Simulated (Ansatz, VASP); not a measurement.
**Sn2TeO2: VASP beside Ansatz**

INCAR

```
PREC = Accurate
ENCUT = 520
EDIFF = 1E-7
ISMEAR = 0
SIGMA = 0.1
LREAL = False
LASPH = True
NELM = 80
ALGO = Normal
ISIF = 2
LWAVE = False
LCHARG = False
GGA = PE
NBANDS = 31
```

File KPOINTS:

```
Automatic mesh
0
Gamma
  6 6 2
```

POSCAR

```
Sn2TeO2
1.0
    4.3563683700      0.0000000000      0.0000000000
   -2.1781841800      3.7727256700      0.0000000000
    0.0000000000      0.0000000000      7.8720787800
Sn Te O
2 1 2
Direct
    0.0000000000      0.0000000000      0.6480203500
    0.0000000000      0.0000000000      0.3519796500
    0.6666666700      0.3333333300      0.0000000000
    0.0000000000      0.0000000000      0.0000000000
    0.3333333300      0.6666666700      0.0000000000
```

Input for Ansatz:

```yaml
crystal:
  lattice:
    - [4.35636837, 0.0, 0.0]
    - [-2.17818418, 3.77272567, 0.0]
    - [0.0, 0.0, 7.87207878]
  atoms:
    - { symbol: Sn, position: [0.0, 0.0, 0.64802035] }
    - { symbol: Sn, position: [0.0, 0.0, 0.35197965] }
    - { symbol: Te, position: [0.66666667, 0.33333333, 0.0] }
    - { symbol: O, position: [0.0, 0.0, 0.0] }
    - { symbol: O, position: [0.33333333, 0.66666667, 0.0] }
basis:
  ecutwfc: 420
kpoints:
  mp_grid: { grid: [6, 6, 2] }
hamiltonian:
  xc: pbe
scf:
  occupations: { method: gaussian, width: 0.1 }
  lower_state_search: "off"
output:
  forces: true
  stress: true
  eigenvalues: true
```

Alike in both runs: task single point; functional PBE; k mesh 6 × 6 × 2; occupations gaussian, width 0.1 eV; no spin polarisation.

```csv
,VASP,Ansatz
version,VASP 6.6.1,Ansatz 0.2.0
potentials or method,"VASP PAW PBE potentials, release 64 (Sn_d, Te, O), cutoff 520 eV","scalar-relativistic, plane waves, PAW"
valence electrons in the cell,46,56
```

VASP gave:

* gap on the k mesh at the Fermi level (eV): none
* pressure (GPa): -2.6
* traceless stress, the component that is largest in VASP (GPa): 14.19
* rms of the force components (eV/Å): 2.813

**Question.** Estimate Ansatz's values.

**Answer.** gap on the k mesh at the Fermi level (eV): none; pressure (GPa): -2.5; traceless stress, the component that is largest in VASP (GPa): 14.14; rms of the force components (eV/Å): 2.811.

Atom by atom the forces differ by 0.002 eV/Å (rms over components). A gap of «none» marks a metal or a gap that the smearing closes. VASP's potentials hold 46 valence electrons a cell and Ansatz's 56, so a difference there can come from the potentials and not from the codes.

The k mesh is coarse, so the values compare programs but aren't converged. Neither program's run includes spin-orbit coupling.
